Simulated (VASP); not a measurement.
# CaO (Lime): single point with r2SCAN

The system is CaO (Lime).

```xyz
2
Lattice="0.0000 2.4980 2.4980 2.4980 0.0000 2.4980 2.4980 2.4980 0.0000" Properties=species:S:1:pos:R:3 pbc="T T T"
Ca    0.0000    0.0000    0.0000
O     2.4980    2.4980    2.4980
```

This cell differs from its parent crystal: strain +4.2%.

- Program: VASP 6.6.1
- Task: single point
- Functional: r2SCAN
- Potentials or basis: VASP PAW PBE potentials, release 64 (Ca_sv, O)
- Cutoff: 520 eV
- k mesh: 10 × 10 × 10
- Occupations: gaussian, width 0.01 eV
- Spin: no spin polarisation

- Pressure: -10.4 GPa
- Band gap on the k mesh: 4.18 eV, indirect (least direct gap 4.51 eV)

Levels at points of the mesh, in eV from the valence-band top:
```csv
k point,band 6,band 7,band 8,band 9,band 10,band 11
"(0.00, 0.00, 0.00)",0.00,0.00,0.00,4.51,6.54,6.54
"(0.50, 0.00, 0.00)",-2.34,-0.99,-0.99,7.14,8.31,8.40
"(0.50, 0.50, 0.00)",-1.32,-0.39,-0.39,4.18,7.92,8.96
```

It took 51 s on 1 thread of Intel(R) Xeon(R) 6975P-C (Granite Rapids) (shared host), peak memory 0.17 GiB.

Caveat: the cell differs from its parent crystal (strain +4.2%); the PAW data sets were made with another functional, which shifts forces and pressure a little. A k mesh can miss the band edges.
